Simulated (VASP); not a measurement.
A run of VASP 6.6.1 is set up as follows.

File INCAR:

```
PREC     = Accurate       # precision mode
ENCUT    = 520            # plane-wave cutoff, eV
EDIFF    = 1E-7           # SCF threshold, eV
ISMEAR   = 0              # smearing method
SIGMA    = 0.1            # smearing width, eV
LREAL    = False          # projectors in reciprocal space
LASPH    = True           # aspherical terms in the spheres
NELM     = 80             # most SCF steps
ALGO     = Normal         # electronic algorithm
ISIF     = 2              # what is computed and relaxed
LWAVE    = False          # write WAVECAR
LCHARG   = True           # write CHGCAR
GGA      = PE             # functional
LELF     = True           # ELF
LVHAR    = True         
NBANDS   = 16             # bands
```

File KPOINTS:

```
Automatic mesh
0
Gamma
  12 12 12
```

POSCAR

```
HfH5
1.0
    0.0000000000      2.5681232662      2.5681232662
    2.5681232662      0.0000000000      2.5681232662
    2.5681232662      2.5681232662      0.0000000000
Hf H
1 5
Direct
    0.0000000000      0.0000000000      0.0000000000
    0.3761178194      0.3761178194      0.8716465419
    0.3761178194      0.8716465419      0.3761178194
    0.8716465419      0.3761178194      0.3761178194
    0.3761178194      0.3761178194      0.3761178194
    0.7500000000      0.7500000000      0.7500000000
```

Potentials or basis: VASP PAW PBE potentials, release 64 (Hf_pv, H).

The run is started by

```bash
$ cat potpaw_PBE.64/Hf_pv/POTCAR potpaw_PBE.64/H/POTCAR > POTCAR
$ mpirun -np 1 vasp_std > vasp.out
```

Question: What does it give for the pressure?

Answer: -1.0 GPa.

Question: Estimate the band gap on the k mesh.

Answer: Zero (an odd number of electrons rules out a gap without spin polarisation).

Caveat: spin-orbit coupling is left out, which moves the levels of the heavy elements; an odd number of electrons without spin polarisation forces a metal; a magnetic or distorted state may lie lower.
